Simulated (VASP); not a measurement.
Set up this calculation in VASP 6.6.1, as the native input.

```yaml
Task: single point
Functional: PBEsol
Potentials_or_basis: VASP PAW PBE potentials, release 64 (Al)
Cutoff: 520 eV
k_mesh: 20 × 20 × 20
Occupations: fermi-dirac, width 0.15 eV
Spin: no spin polarisation
Dipole_correction: no
Further_INCAR_settings: ALGO = Normal; EDIFF = 1e-07; NBANDS = 8
```

The structure of Al lies in POSCAR:

```
Al
1.0
    0.0000000000      2.0082299298      2.0082299298
    2.0082299298      0.0000000000      2.0082299298
    2.0082299298      2.0082299298      0.0000000000
Al
1
Direct
    0.0000000000      0.0000000000      0.0000000000
```

One way to write it, as run:

INCAR

```
ALGO = Normal ; EDIFF = 1E-7
ENCUT = 520 ; GGA = PS
ISIF = 2 ; ISMEAR = -1
LASPH = T ; LCHARG = T
LELF = T ; LREAL = F
LVHAR = T ; LWAVE = F
NBANDS = 8 ; NELM = 80
PREC = Accurate ; SIGMA = 0.15
```

KPOINTS

```
k-points
0
Gamma
  20 20 20
```

Potentials or basis: VASP PAW PBE potentials, release 64 (Al).

The run is started by

```bash
$ cat potpaw_PBE.64/Al/POTCAR > POTCAR
$ mpirun -np 1 vasp_std > vasp.out
```

Results of the run:

The pressure is 0.1 GPa.

Caveat: the PAW data sets were made with another functional, which shifts forces and pressure a little.

Run time: 12 s on 1 thread of Intel(R) Xeon(R) 6975P-C (Granite Rapids), with other jobs on the host, peak memory 0.15 GiB.
